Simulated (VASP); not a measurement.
Si:

```
Si
1.0
    -2.32296    2.32296    1.30213
     2.32296   -2.32296    1.30213
     2.32296    2.32296   -1.30213
Si
2
Direct
  0.50000 0.50000 0.00000
  0.25000 0.75000 0.50000
```

Base run:

```yaml
Program: VASP 6.6.1
Functional: PBE
Potentials_or_basis: VASP PAW PBE potentials, release 64 (Si)
Cutoff: 520 eV
k_mesh: 11 × 11 × 11
Occupations: fermi-dirac, width 0.05 eV
Spin: no spin polarisation
```

Its results: band gap on the k mesh zero (band 4 reaches 12.64 eV, above the bottom of band 5 at 6.34 eV); pressure 11.8 GPa.

Q: The run is repeated on the same cell with these changes: functional from PBE to PBEsol; further incar settings from ALGO = Normal; EDIFF = 1e-07; NBANDS = 11 to ALGO = Normal; EDIFF = 1e-06; NBANDS = 11. What comes out?

A: Band gap on the k mesh zero (band 4 reaches 12.60 eV, above the bottom of band 5 at 6.28 eV); pressure 9.3 GPa.

Caveats: the PAW data sets were made with another functional, which shifts forces and pressure a little (some runs).
